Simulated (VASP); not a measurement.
## LiCl: vibrations by perturbation theory with LDA

The system is LiCl.

```xyz
2
Lattice="0.0000 2.4821 2.4821 2.4821 0.0000 2.4821 2.4821 2.4821 0.0000" Properties=species:S:1:pos:R:3 pbc="T T T"
Li    0.0000    0.0000    0.0000
Cl    2.4821    2.4821    2.4821
```

| Quantity | Value |
| --- | --- |
| Program | VASP 6.6.1 |
| Task | vibrations by perturbation theory |
| Functional | LDA |
| Potentials or basis | VASP PAW LDA potentials, release 64 (Li_sv, Cl) |
| Cutoff | 520 eV |
| k mesh | 8 × 8 × 8 |
| Occupations | gaussian, width 0.01 eV |
| Spin | no spin polarisation |
| Dipole correction | no |
| Further INCAR settings | ALGO = Normal; EDIFF = 1e-08; IBRION = 8; NSW = 1 |

```json
{
 "Electronic dielectric tensor (diagonal)": "3.19",
 "Born charges (mean of the diagonal)": "Li +1.16; Cl -1.16 e",
 "Highest phonon frequency at Γ, LO-TO splitting left out": "227 cm⁻¹"
}
```

Phonon frequencies in cm⁻¹ (negative: imaginary):
```tsv
q point	frequencies
(0.000, 0.000, 0.000)	-1 -1 -1 227 227 227
```

Electronic dielectric tensor:
```
3.19 0.00 0.00
0.00 3.19 0.00
0.00 0.00 3.19
```

Born effective charge tensors (e):
atom 1, Li
```
1.16 0.00 0.00
0.00 1.16 0.00
0.00 0.00 1.16
```
atom 2, Cl
```
-1.16  0.00  0.00
 0.00 -1.16  0.00
 0.00  0.00 -1.16
```

Run time: 5.5 min on 1 thread of Intel Xeon 8259CL (shared host), peak memory 0.18 GiB.
